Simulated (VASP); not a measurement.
# EuOs3 (Pm-3m) in VASP: settings compared, part 2 of 2

VASP 6.6.1. Earlier steps stand in the parts before.

## Step 3: Single point, PBEsol, collinear spin, ferromagnetic start

File INCAR:

```
ALGO = Normal
EDIFF = 1E-7
ENCUT = 520
GGA = PS
ISIF = 2
ISMEAR = 0
ISPIN = 2
LASPH = True
LCHARG = True
LELF = True
LMAXMIX = 6
LORBIT = 11
LREAL = False
LVHAR = True
LWAVE = False
MAGMOM = 6.73 0 0 0
NBANDS = 32
NELM = 150
PREC = Accurate
SIGMA = 0.05
```

File KPOINTS:

```
k-points
0
Gamma
  8 8 8
```

File POSCAR:

```
EuOs3
1.0
    4.0634282070      0.0000000000      0.0000000000
    0.0000000000      4.0634282070      0.0000000000
    0.0000000000      0.0000000000      4.0634282070
Eu Os
1 3
Direct
    0.0000000000      0.0000000000      0.0000000000
    0.0000000000      0.5000000000      0.5000000000
    0.5000000000      0.5000000000      0.0000000000
    0.5000000000      0.0000000000      0.5000000000
```

Potentials or basis: VASP PAW PBE potentials, release 64 (Eu, Os).

Command:

```
cat potpaw_PBE.64/Eu/POTCAR potpaw_PBE.64/Os/POTCAR > POTCAR
mpirun -np 1 vasp_std > vasp.out
```

OUTCAR:

```text
EDIFF = 1E-7
   ENCUT = 520
   GGA = PS
   ISIF = 2
   ISMEAR = 0
   ISPIN = 2
   LASPH = True
   LORBIT = 11
   LREAL = False
   NELM = 150
   PREC = Accurate

 ion  position               nearest neighbor table
   1  0.000  0.000  0.000-   2 2.87   3 2.87   4 2.87   2 2.87   4 2.87   2 2.87   3 2.87   2 2.87
                             3 2.87   4 2.87   4 2.87   3 2.87
   2  0.000  0.500  0.500-   1 2.87   3 2.87   4 2.87   1 2.87   3 2.87   1 2.87   4 2.87   1 2.87
                             3 2.87   4 2.87   3 2.87   4 2.87
   3  0.500  0.500  0.000-   1 2.87   2 2.87   4 2.87   2 2.87   4 2.87   1 2.87   4 2.87   4 2.87
                             1 2.87   2 2.87   2 2.87   1 2.87
   4  0.500  0.000  0.500-   1 2.87   2 2.87   3 2.87   1 2.87   3 2.87   2 2.87   3 2.87   3 2.87
                             1 2.87   2 2.87   1 2.87   2 2.87

  LATTYP: Found a simple cubic cell.
 ALAT       =     4.0634282070

  Lattice vectors:

 A1 = (   4.0634282070,   0.0000000000,   0.0000000000)
 A2 = (   0.0000000000,   4.0634282070,   0.0000000000)
 A3 = (   0.0000000000,   0.0000000000,   4.0634282070)

Analysis of symmetry for initial positions (statically):
=====================================================================
 Subroutine PRICEL returns:
 Original cell was already a primitive cell.

 Routine SETGRP: Setting up the symmetry group for a
 simple cubic supercell.

 Subroutine GETGRP returns: Found 48 space group operations
 (whereof 48 operations were pure point group operations)
 out of a pool of 48 trial point group operations.

The static configuration has the point symmetry O_h .

Analysis of symmetry for dynamics (positions and initial velocities):
=====================================================================
 Subroutine PRICEL returns:
 Original cell was already a primitive cell.

 Routine SETGRP: Setting up the symmetry group for a
 simple cubic supercell.

 Subroutine GETGRP returns: Found 48 space group operations
 (whereof 48 operations were pure point group operations)
 out of a pool of 48 trial point group operations.

The dynamic configuration has the point symmetry O_h .

Analysis of structural, dynamic, and magnetic symmetry:
=====================================================================
 Subroutine PRICEL returns:
 Original cell was already a primitive cell.

 Routine SETGRP: Setting up the symmetry group for a
 simple cubic supercell.

 Subroutine GETGRP returns: Found 48 space group operations
 (whereof 48 operations were pure point group operations)
 out of a pool of 48 trial point group operations.

The overall configuration has the point symmetry O_h .

 Subroutine INISYM returns: Found 48 space group operations
 (whereof 48 operations are pure point group operations),
 and found     1 'primitive' translations

----------------------------------------------------------------------------------------

                                     Primitive cell

  volume of cell :      67.0931

  direct lattice vectors                    reciprocal lattice vectors
     4.063428207  0.000000000  0.000000000     0.246097617  0.000000000  0.000000000
     0.000000000  4.063428207  0.000000000     0.000000000  0.246097617  0.000000000
     0.000000000  0.000000000  4.063428207     0.000000000  0.000000000  0.246097617

  length of vectors
[... 88 lines left out ...]
   EDIFFG = 0.1E-05   stopping-criterion for IOM
   NSW    =      0    number of steps for IOM
   IBRION =     -1    ionic relax: 0-MD 1-quasi-New 2-CG
   NFREE  =      0    steps in history (QN), initial steepest desc. (CG)
   ISIF   =      2    stress and relaxation
   ISYM   =      2    0-nonsym 1-usesym 2-fastsym
   POTIM  = 0.5000    time-step for ionic-motion
   TEBEG  =    0.0;   TEEND  =   0.0 temperature during run
   PSTRESS=    0.0 pullay stress
   NELECT =      41.0000    total number of electrons
   NUPDOWN=      -1.0000    fix difference up-down
   EMIN   =  10.00;   EMAX   =-10.00  energy-range for DOS
   EFERMI =   0.00;   METHOD = LEGACY
   ISMEAR =     0;   SIGMA  =   0.05  broadening in eV -4-tet -1-fermi 0-gaus
   EFERMI_NEDOS =   21; number of points for ismear=-14 and -15
   IALGO  =     38    algorithm
   IMIX   =      4    mixing-type and parameters
     AMIX     =   0.40;   BMIX     =  1.00
     AMIX_MAG =   1.60;   BMIX_MAG =  1.00
  volume/ion in A,a.u.               =      16.77       113.19
  Fermi-wavevector in a.u.,A,eV,Ry     =   1.389239  2.625280 26.259027  1.929984
  Thomas-Fermi vector in A             =   2.513288
   LORBIT       =     11    0 simple, 1 ext, 2 COOP (PROOUT), +10 PAW based schemes
   GGA     = PS    functional components
   LHFCALC =     F    Hartree Fock is set to
   AEXX    =    0.0000 exact exchange contribution
   IVDW    =     0    specifies the selected vdW correction
   LEPSILON=     F    determine dielectric tensor
   LRPA    =     F    only Hartree local field effects (RPA)
 spin polarized calculation
 Gauss-broadening in eV      SIGMA  =   0.05
  energy-cutoff  :      520.00
  volume of cell :       67.09
 maximum number of plane-waves:      1856
   NGX = 15   NGY = 15   NGZ = 15

 number of electron      41.0000000 magnetization       5.4214882

 Free energy of the ion-electron system (eV)
  ---------------------------------------------------
  ext. energy  EPLUGINS =         0.00000000
  ---------------------------------------------------
  free energy    TOTEN  =       -45.59979751 eV

  energy without entropy =      -45.59311722  energy(sigma->0) =      -45.59645736

 E-fermi :   6.3071     XC(G=0): -13.2309

 val. band max:        6.2998081240   @ k =   0.2500   0.2500   0.1250
 cond. band min:       6.3105495194   @ k =   0.3750   0.2500   0.1250
 fundamental gap:      0.0107413955
 Fermi energy:         6.3070940748

 spin component 1

 k-point     1 :       0.0000    0.0000    0.0000
  band No.  band energies     occupation
      1     -34.1245      1.00000
      2     -12.8037      1.00000
      3     -12.8037      1.00000
      4     -12.8037      1.00000
      5      -1.7609      1.00000
      6       1.0420      1.00000
[... 829 lines left out ...]
     31      10.8440      0.00000
     32      11.0814      0.00000

 [... further k-points ...]

 spin component 2

 k-point     1 :       0.0000    0.0000    0.0000
  band No.  band energies     occupation
      1     -31.3907      1.00000
      2     -10.8647      1.00000
      3     -10.8647      1.00000
      4     -10.8647      1.00000
      5      -1.7007      1.00000
      6       1.0589      1.00000
[... 829 lines left out ...]
     31      11.2793      0.00000
     32      11.5966      0.00000

 [... further k-points ...]

------------------------ aborting loop because EDIFF is reached ----------------------------------------

  FORCE on cell =-STRESS in cart. coord.  units (eV):
  Direction    XX          YY          ZZ          XY          YZ          ZX
  --------------------------------------------------------------------------------------
  -------------------------------------------------------------------------------------
  Total       -3.4565710     -3.4565710     -3.4565710      0.0000000     -0.0000000     -0.0000000
  in kB      -82.5426286    -82.5426286    -82.5426286      0.0000000     -0.0000000     -0.0000000
  external PRESSURE =     -82.5426286 kB  Pullay stress =       0.0000000 kB

 VOLUME and BASIS-vectors are now :
 -----------------------------------------------------------------------------
  energy-cutoff  :      520.00
  volume of cell :       67.09
      direct lattice vectors                 reciprocal lattice vectors
     4.063428207  0.000000000  0.000000000     0.246097617  0.000000000  0.000000000
     0.000000000  4.063428207  0.000000000     0.000000000  0.246097617  0.000000000
     0.000000000  0.000000000  4.063428207     0.000000000  0.000000000  0.246097617

 POSITION                                       TOTAL-FORCE (eV/Angst)
 -----------------------------------------------------------------------------------
      0.00000      0.00000      0.00000         0.000000      0.000000      0.000000
      0.00000      2.03171      2.03171         0.000000      0.000000      0.000000
      2.03171      2.03171      0.00000         0.000000      0.000000      0.000000
      2.03171      0.00000      2.03171         0.000000      0.000000      0.000000
 -----------------------------------------------------------------------------------
    total drift:                                0.000000      0.000000     -0.000000

  FREE ENERGIE OF THE ION-ELECTRON SYSTEM (eV)
  ---------------------------------------------------
  free  energy   TOTEN  =       -45.5997975129 eV

  energy  without entropy=      -45.5931172171  energy(sigma->0) =      -45.59645736

 total charge

# of ion       s       p       d       f       tot
--------------------------------------------------
    1        2.090   5.722   0.905   6.266  14.983
    2        0.649   0.479   5.982   0.000   7.110
    3        0.649   0.479   5.982   0.000   7.110
    4        0.649   0.479   5.982   0.000   7.110
--------------------------------------------------
tot          4.037   7.160  18.851   6.266  36.314

 magnetization (x)

# of ion       s       p       d       f       tot
--------------------------------------------------
    1        0.003  -0.076   0.114   6.015   6.056
    2       -0.005   0.019  -0.294   0.000  -0.280
    3       -0.005   0.019  -0.294   0.000  -0.280
    4       -0.005   0.019  -0.294   0.000  -0.280
--------------------------------------------------
tot         -0.011  -0.020  -0.769   6.015   5.215
```

It took 3.2 min on 1 thread of Intel Xeon 6975P-C (Granite Rapids), shared host; peak memory 0.29 GiB.

Results:

| Property | Result |
| --- | --- |
| Free energy | -45.5998 eV |
| Pressure | -8.3 GPa |
| Net moment | 5.42 μB per cell |
| Site moments | Eu +6.06; Os -0.28 μB |
| Valence electrons inside the program's atomic spheres | Eu 14.98; Os 7.11 |

Caveat: the cell stands under tension; the PAW data sets were made with another functional, which shifts forces and pressure a little; spin-orbit coupling is left out, which moves the levels of the heavy elements; semilocal functionals describe open f shells poorly, which spoils levels, moments and volumes. The state reached can hang on the start; a lower one may exist.

## Step 4: Single point, LDA, collinear spin, ferromagnetic start

File INCAR:

```
ALGO = Normal
EDIFF = 1E-6
ENCUT = 520
GGA = CA
ISIF = 2
ISMEAR = 0
ISPIN = 2
LASPH = T
LCHARG = F
LMAXMIX = 6
LORBIT = 11
LREAL = F
LWAVE = F
MAGMOM = 6.73 0 0 0
NBANDS = 32
NELM = 150
PREC = Accurate
SIGMA = 0.05
```

KPOINTS is that of step 3.

POSCAR is that of step 3.

Command:

```
cat potpaw_PBE.64/Eu/POTCAR potpaw_PBE.64/Os/POTCAR > POTCAR
mpirun -np 1 vasp_std > vasp.out
```

Run time: 2.8 min. Hardware: 1 thread of Intel Xeon 6975P-C (Granite Rapids), shared host; peak memory 0.26 GiB.

It converged, with:

```
Free energy                                           : -46.9653 eV
Pressure                                              : -11.4 GPa
Net moment                                            : 5.46 μB per cell
Site moments                                          : Eu +6.04; Os -0.26 μB
Valence electrons inside the program's atomic spheres : Eu 14.98; Os 7.14
```

Levels at points of the mesh, in eV from the Fermi level:
Spin up:
| k point | band 20 | band 21 | band 22 | band 23 | band 24 | band 25 | band 26 | band 27 |
| --- | --- | --- | --- | --- | --- | --- | --- | --- |
| (0.00, 0.00, 0.00) | -0.60 | -0.60 | 0.97 | 0.97 | 2.31 | 2.84 | 2.84 | 2.84 |
| (0.50, 0.00, 0.00) | -0.47 | -0.41 | -0.41 | 0.00 | 0.45 | 0.58 | 0.58 | 1.39 |
| (0.50, 0.50, 0.00) | -0.48 | -0.43 | -0.40 | -0.38 | -0.38 | 0.07 | 0.07 | 0.30 |
| (0.50, 0.50, 0.50) | -0.55 | -0.55 | -0.46 | -0.46 | 0.45 | 2.32 | 2.32 | 2.32 |
Spin down:
```csv
k point,band 15,band 16,band 17,band 18,band 19,band 20,band 21,band 22
"(0.00, 0.00, 0.00)",0.84,0.84,2.15,2.71,2.71,2.71,2.99,2.99
"(0.50, 0.00, 0.00)",-0.97,-0.96,-0.64,-0.18,-0.18,1.09,2.72,3.59
"(0.50, 0.50, 0.00)",-1.48,-0.85,-0.73,-0.73,-0.23,-0.14,0.19,3.37
"(0.50, 0.50, 0.50)",-0.54,-0.54,-0.12,2.19,2.19,2.19,2.71,2.71
```

Caveat: the cell stands under tension; the PAW data sets were made with another functional, which shifts forces and pressure a little; spin-orbit coupling is left out, which moves the levels of the heavy elements; semilocal functionals describe open f shells poorly, which spoils levels, moments and volumes.

## Step 5: The runs side by side

| level | gap on the mesh (eV) | pressure (GPa) | moment (μB) |
| --- | --- | --- | --- |
| PBE | none | 0.4 | 5.40 |
| PBEsol | none | -8.3 | 5.42 |
| LDA | none | -11.4 | 5.46 |

Alike in all rows: task single point; potentials or basis VASP PAW PBE potentials, release 64 (Eu, Os); spin collinear, ferromagnetic start; cell as given; k mesh 8 × 8 × 8; cutoff (eV) 520; smearing gaussian 0.05 eV.

The pressure there spans -11.4 GPa (LDA) to 0.4 GPa (PBE); a positive pressure means that this level wants a larger cell, a negative one a smaller.

Caveats: spin-orbit coupling is left out, which moves the levels of the heavy elements; semilocal functionals describe open f shells poorly, which spoils levels, moments and volumes; the cell stands under tension (at least some runs); the PAW data sets were made with another functional, which shifts forces and pressure a little (at least some runs).

Absolute energies hang on the potentials; compare differences alone.
